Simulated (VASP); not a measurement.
The system is Y5AlN6.

```xyz
12
Lattice="3.5887 0.0000 0.0000 0.0000 5.0751 0.0000 0.0000 0.0000 10.7660" Properties=species:S:1:pos:R:3 pbc="T T T"
Y     0.0000    0.0000    8.9717
Y     0.0000    0.0000    1.7943
Y     1.7943    2.5376    3.5887
Y     0.0000    0.0000    5.3830
Y     1.7943    2.5376    7.1773
Al    1.7943    2.5376    0.0000
N     0.0000    2.5376    8.9717
N     1.7943    0.0000    0.0000
N     0.0000    2.5376    1.7943
N     1.7943    0.0000    3.5887
N     0.0000    2.5376    5.3830
N     1.7943    0.0000    7.1773
```

| Property | Result |
| --- | --- |
| Program | VASP 6.6.1 |
| Task | relaxation of cell and atoms |
| Functional | PBE |
| Potentials or basis | VASP PAW PBE potentials, release 64 (Y_sv, Al, N) |
| Cutoff | 600 eV |
| k mesh | 6 × 4 × 2 |
| Occupations | gaussian, width 0.1 eV |
| Spin | no spin polarisation |

At the start: pressure -18.2 GPa; volume 16.34 Å³/atom.

Problem. Where does the relaxation end?

Solution. Over 11 steps the energy falls by 190.3 meV/atom and the volume is 13.85 Å³/atom (-15.2 %); space group Pmmm (No. 47, to 0.1 Å) before and after.

The path:
| step | energy change (eV) | largest force (eV/Å) | pressure (GPa) | volume (Å³) |
| --- | --- | --- | --- | --- |
| 1 | 0.0000 | 0.8840 | -18.22 | 196.08 |
| 2 | -0.5760 | 2.0135 | 26.11 | 147.92 |
| 3 | -1.9439 | 1.2491 | 0.03 | 167.42 |
| 4 | -1.9446 | 1.2672 | 0.57 | 166.88 |
| 5 | -2.1172 | 0.9909 | 0.60 | 166.31 |
| 6 | -2.2311 | 0.7655 | 1.10 | 165.30 |
| 7 | -2.2597 | 0.4120 | -1.66 | 167.67 |
| 8 | -2.2777 | 0.1396 | -0.67 | 166.77 |
| 9 | -2.2804 | 0.0641 | 0.88 | 165.23 |
| 10 | -2.2825 | 0.0816 | 0.24 | 165.83 |
| 11 | -2.2834 | 0.0340 | -0.09 | 166.19 |

Final structure:
```cif
data_structure
_symmetry_space_group_name_H-M 'P 1'
_symmetry_Int_Tables_number 1
_cell_length_a 3.3746
_cell_length_b 4.8581
_cell_length_c 10.1373
_cell_angle_alpha 90.000
_cell_angle_beta 90.000
_cell_angle_gamma 90.000
_cell_volume 166.19
loop_
_atom_site_label
_atom_site_type_symbol
_atom_site_fract_x
_atom_site_fract_y
_atom_site_fract_z
_atom_site_occupancy
Y1 Y 0.00000 0.00000 0.84197 1
Y2 Y 0.00000 0.00000 0.15803 1
Y3 Y 0.50000 0.50000 0.32571 1
Y4 Y 0.00000 0.00000 0.50000 1
Y5 Y 0.50000 0.50000 0.67429 1
Al1 Al 0.50000 0.50000 0.00000 1
N1 N 0.00000 0.50000 0.85331 1
N2 N 0.50000 0.00000 0.00000 1
N3 N 0.00000 0.50000 0.14669 1
N4 N 0.50000 0.00000 0.33034 1
N5 N 0.00000 0.50000 0.50000 1
N6 N 0.50000 0.00000 0.66966 1
```

Caveat: the volume moved by over 15 % at a fixed basis, so the end points are rough.
